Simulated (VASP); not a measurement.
# PbS (R3m) in VASP: further runs, part 2 of 2

VASP 6.6.1. The steps go on from the part before.

## 3. Single point, PBEsol

This run uses another cell than the first one, of the same volume but with other edges.

Input file INCAR:

```
PREC     = Accurate       # precision mode
ENCUT    = 520            # plane-wave cutoff, eV
EDIFF    = 1E-6           # SCF threshold, eV
ISMEAR   = 0              # smearing method
SIGMA    = 0.03           # smearing width, eV
LREAL    = False          # projectors in reciprocal space
LASPH    = True           # aspherical terms in the spheres
NELM     = 80             # most SCF steps
ALGO     = Normal         # electronic algorithm
ISIF     = 2              # what is computed and relaxed
LWAVE    = False          # write WAVECAR
LCHARG   = False          # write CHGCAR
GGA      = PS             # functional
NBANDS   = 17             # bands
```

Input file KPOINTS:

```
Automatic mesh
0
Gamma
  12 12 12
```

Input file POSCAR:

```
PbS
1.0
    1.9357481055      1.1176046898      4.1117100881
   -1.9357481055      1.1176046898      4.1117100881
    0.0000000000     -2.2352093796      4.1117100881
Pb S
1 1
Direct
    0.9805657800      0.9805657800      0.9805657800
    0.4750355500      0.4750355500      0.4750355500
```

Potentials or basis: VASP PAW PBE potentials, release 64 (Pb_d, S).

Command:

```sh
$ cat potpaw_PBE.64/Pb_d/POTCAR potpaw_PBE.64/S/POTCAR > POTCAR
$ mpirun -np 1 vasp_std > vasp.out
```

OUTCAR:

```text
PREC = Accurate
   ENCUT = 520
   EDIFF = 1E-6
   ISMEAR = 0
   LREAL = False
   LASPH = True
   NELM = 80
   ISIF = 2
   GGA = PS

 ion  position               nearest neighbor table
   1  0.981  0.981  0.981-   2 2.99   2 2.99   2 2.99   2 3.08   2 3.08   2 3.08
   2  0.475  0.475  0.475-   1 2.99   1 2.99   1 2.99   1 3.08   1 3.08   1 3.08

  LATTYP: Found a trigonal (rhomboedric) cell.
 ALAT       =     4.6799915405
 COS(alpha) =     0.6578334544

  Lattice vectors:

 A1 = (   1.9357481055,   1.1176046898,   4.1117100881)
 A2 = (  -1.9357481055,   1.1176046898,   4.1117100881)
 A3 = (   0.0000000000,  -2.2352093796,   4.1117100881)

Analysis of symmetry for initial positions (statically):
=====================================================================
 Subroutine PRICEL returns:
 Original cell was already a primitive cell.

 Routine SETGRP: Setting up the symmetry group for a
 trigonal (rhombohedral) supercell.

 Subroutine GETGRP returns: Found  6 space group operations
 (whereof  6 operations were pure point group operations)
 out of a pool of 12 trial point group operations.

The static configuration has the point symmetry C_3v.

Analysis of symmetry for dynamics (positions and initial velocities):
=====================================================================
 Subroutine PRICEL returns:
 Original cell was already a primitive cell.

 Routine SETGRP: Setting up the symmetry group for a
 trigonal (rhombohedral) supercell.

 Subroutine GETGRP returns: Found  6 space group operations
 (whereof  6 operations were pure point group operations)
 out of a pool of 12 trial point group operations.

The dynamic configuration has the point symmetry C_3v.

 Subroutine INISYM returns: Found  6 space group operations
 (whereof  6 operations are pure point group operations),
 and found     1 'primitive' translations

----------------------------------------------------------------------------------------

                                     Primitive cell

  volume of cell :      53.3717

  direct lattice vectors                    reciprocal lattice vectors
     1.935748106  1.117604690  4.111710088     0.258298070  0.149128460  0.081069270
    -1.935748106  1.117604690  4.111710088    -0.258298070  0.149128460  0.081069270
     0.000000000 -2.235209380  4.111710088     0.000000000 -0.298256921  0.081069270

  length of vectors
     4.679991541  4.679991541  4.679991541     0.309078335  0.309078335  0.309078335

  position of ions in fractional coordinates (direct lattice)
     0.980565780  0.980565780  0.980565780
     0.475035550  0.475035550  0.475035550

  ion indices of the primitive-cell ions
   primitive index   ion index
                 1           1
                 2           2

----------------------------------------------------------------------------------------

 KPOINTS: Automatic mesh

Automatic generation of k-mesh.
 Grid dimensions read from file:
 generate k-points for:   12   12   12

 Generating k-lattice:

  Cartesian coordinates                     Fractional coordinates (reciprocal lattice)
     0.021524839  0.012427372  0.006755772     0.083333333  0.000000000 -0.000000000
    -0.021524839  0.012427372  0.006755772     0.000000000  0.083333333 -0.000000000
     0.000000000 -0.024854743  0.006755772    -0.000000000 -0.000000000  0.083333333

  Length of vectors
     0.025756528  0.025756528  0.025756528

  Shift w.r.t. Gamma in fractional coordinates (k-lattice)
     0.000000000  0.000000000  0.000000000

 Subroutine IBZKPT returns following result:
 ===========================================

 Found    189 irreducible k-points:

 Following reciprocal coordinates:
            Coordinates               Weight
  0.000000  0.000000  0.000000      1.000000
  0.083333  0.000000 -0.000000      6.000000
  0.166667  0.000000  0.000000      6.000000
  0.250000  0.000000  0.000000      6.000000
  0.333333  0.000000 -0.000000      6.000000
  0.416667  0.000000 -0.000000      6.000000
[... 16 lines left out ...]
  0.500000  0.166667 -0.000000     12.000000
 -0.416667  0.166667  0.000000     12.000000
 [... further k-points ...]
   k-points           NKPTS =    189   k-points in BZ     NKDIM =    189   number of bands    NBANDS=     17
   number of dos      NEDOS =    301   number of ions     NIONS =      2
   total plane-waves  NPLWV =  46656
   dimension x,y,z NGX =    36 NGY =   36 NGZ =   36
   dimension x,y,z NGXF=    72 NGYF=   72 NGZF=   72
   ions per type =               1   1
   NGX,Y,Z   is equivalent  to a cutoff of  12.79, 12.79, 12.79 a.u.
   NGXF,Y,Z  is equivalent  to a cutoff of  25.58, 25.58, 25.58 a.u.
 SYSTEM =  unknown system
   PREC   = accura    normal or accurate (medium, high low for compatibility)
   ISTART =      0    job   : 0-new  1-cont  2-samecut
   ICHARG =      2    charge: 1-file 2-atom 10-const
   ISPIN  =      1    spin polarized calculation?
   LNONCOLLINEAR =      F non collinear calculations
   LSORBIT =      F    spin-orbit coupling
   LASPH  =      T    aspherical Exc in radial PAW
   ENCUT  =  520.0 eV  38.22 Ry    6.18 a.u.   8.70  8.70  8.70*2*pi/ulx,y,z
   NELM   =     80;   NELMIN=  2; NELMDL= -5     # of ELM steps
   EDIFF  = 0.1E-05   stopping-criterion for ELM
   LREAL  =      F    real-space projection
   EDIFFG = 0.1E-04   stopping-criterion for IOM
   NSW    =      0    number of steps for IOM
   IBRION =     -1    ionic relax: 0-MD 1-quasi-New 2-CG
   NFREE  =      0    steps in history (QN), initial steepest desc. (CG)
   ISIF   =      2    stress and relaxation
   ISYM   =      2    0-nonsym 1-usesym 2-fastsym
   POTIM  = 0.5000    time-step for ionic-motion
   TEBEG  =    0.0;   TEEND  =   0.0 temperature during run
   PSTRESS=    0.0 pullay stress
   NELECT =      20.0000    total number of electrons
   NUPDOWN=      -1.0000    fix difference up-down
   EMIN   =  10.00;   EMAX   =-10.00  energy-range for DOS
   EFERMI =   0.00;   METHOD = LEGACY
   ISMEAR =     0;   SIGMA  =   0.03  broadening in eV -4-tet -1-fermi 0-gaus
   EFERMI_NEDOS =   21; number of points for ismear=-14 and -15
   IALGO  =     38    algorithm
   IMIX   =      4    mixing-type and parameters
     AMIX     =   0.40;   BMIX     =  1.00
     AMIX_MAG =   1.60;   BMIX_MAG =  1.00
  volume/ion in A,a.u.               =      26.69       180.08
  Fermi-wavevector in a.u.,A,eV,Ry     =   1.180270  2.230386 18.953411  1.393036
  Thomas-Fermi vector in A             =   2.316565
   LORBIT       =      0    0 simple, 1 ext, 2 COOP (PROOUT), +10 PAW based schemes
   GGA     = PS    functional components
   LHFCALC =     F    Hartree Fock is set to
   AEXX    =    0.0000 exact exchange contribution
   IVDW    =     0    specifies the selected vdW correction
   LEPSILON=     F    determine dielectric tensor
   LRPA    =     F    only Hartree local field effects (RPA)
 non-spin polarized calculation
 Gauss-broadening in eV      SIGMA  =   0.03
  energy-cutoff  :      520.00
  volume of cell :       53.37
 maximum number of plane-waves:      1452
   NGX = 17   NGY = 17   NGZ = 17

 number of electron      20.0000001 magnetization

 Free energy of the ion-electron system (eV)
  ---------------------------------------------------
  ext. energy  EPLUGINS =         0.00000000
  ---------------------------------------------------
  free energy    TOTEN  =        -9.08539332 eV

  energy without entropy =       -9.08522526  energy(sigma->0) =       -9.08530929

 E-fermi :   5.1108     XC(G=0):  -9.8317

 val. band max:        5.0642310414   @ k =   0.4167   0.2500   0.2500
 cond. band min:       5.1158606538   @ k =   0.4167   0.0000  -0.0000
 fundamental gap:      0.0516296124
 Fermi energy:         5.1107780130

 k-point     1 :       0.0000    0.0000    0.0000
  band No.  band energies     occupation
      1     -11.5832      2.00000
      2     -11.5832      2.00000
      3     -11.5123      2.00000
      4     -11.4556      2.00000
      5     -11.4556      2.00000
      6      -7.8906      2.00000
[... 9 lines left out ...]
     16      13.4578      0.00000
     17      14.7640      0.00000

 k-point     2 :       0.0833    0.0000   -0.0000
  band No.  band energies     occupation
      1     -11.5845      2.00000
      2     -11.5765      2.00000
      3     -11.5077      2.00000
      4     -11.4594      2.00000
      5     -11.4571      2.00000
      6      -7.8237      2.00000
[... 9 lines left out ...]
     16      13.6950      0.00000
     17      15.2251      0.00000
[... 421 lines left out ...]
 k-point    24 :      -0.4167    0.1667    0.0000
  band No.  band energies     occupation
      1     -11.5898      2.00000
      2     -11.5143      2.00000
      3     -11.5031      2.00000
      4     -11.4860      2.00000
      5     -11.4355      2.00000
      6      -6.4134      2.00000
[... 9 lines left out ...]
     16      16.1775      0.00000
     17      17.2923      0.00000

 [... further k-points ...]
[... 5 lines left out ...]
  --------------------------------------------------------------------------------------
  -------------------------------------------------------------------------------------
  Total        0.1088564      0.1088564     -4.0998761      0.0000000      0.0000000      0.0000000
  in kB        3.2677881      3.2677881   -123.0751901      0.0000000      0.0000000      0.0000000
  external PRESSURE =     -38.8465379 kB  Pullay stress =       0.0000000 kB

 VOLUME and BASIS-vectors are now :
 -----------------------------------------------------------------------------
  energy-cutoff  :      520.00
  volume of cell :       53.37
      direct lattice vectors                 reciprocal lattice vectors
     1.935748106  1.117604690  4.111710088     0.258298070  0.149128460  0.081069270
    -1.935748106  1.117604690  4.111710088    -0.258298070  0.149128460  0.081069270
     0.000000000 -2.235209380  4.111710088     0.000000000 -0.298256921  0.081069270

 POSITION                                       TOTAL-FORCE (eV/Angst)
 -----------------------------------------------------------------------------------
      0.00000      0.00000     12.09541         0.000000      0.000000      0.190456
      0.00000      0.00000      5.85963         0.000000      0.000000     -0.190456
 -----------------------------------------------------------------------------------
    total drift:                               -0.000000     -0.000000      0.000236

  FREE ENERGIE OF THE ION-ELECTRON SYSTEM (eV)
  ---------------------------------------------------
  free  energy   TOTEN  =        -9.0853933227 eV

  energy  without entropy=       -9.0852252606  energy(sigma->0) =       -9.08530929
```

Run time: 3.2 min. Hardware: 1 thread of AMD EPYC 9R45 (Zen 5), shared host; peak memory 0.28 GiB.

What came out:

```
Free energy            : -9.0854 eV
Pressure               : -3.9 GPa
Largest force          : 0.190 eV/Å
Band gap on the k mesh : zero (band 10 reaches 5.87 eV, above the bottom of band 11 at 4.76 eV)
```

Forces in eV/Å, atoms in the order of the input:
```
Pb   0.000  0.000  0.190
S    0.000  0.000 -0.190
```

Caveat: the PAW data sets were made with another functional, which shifts forces and pressure a little; spin-orbit coupling is left out, which moves the levels of the heavy elements.
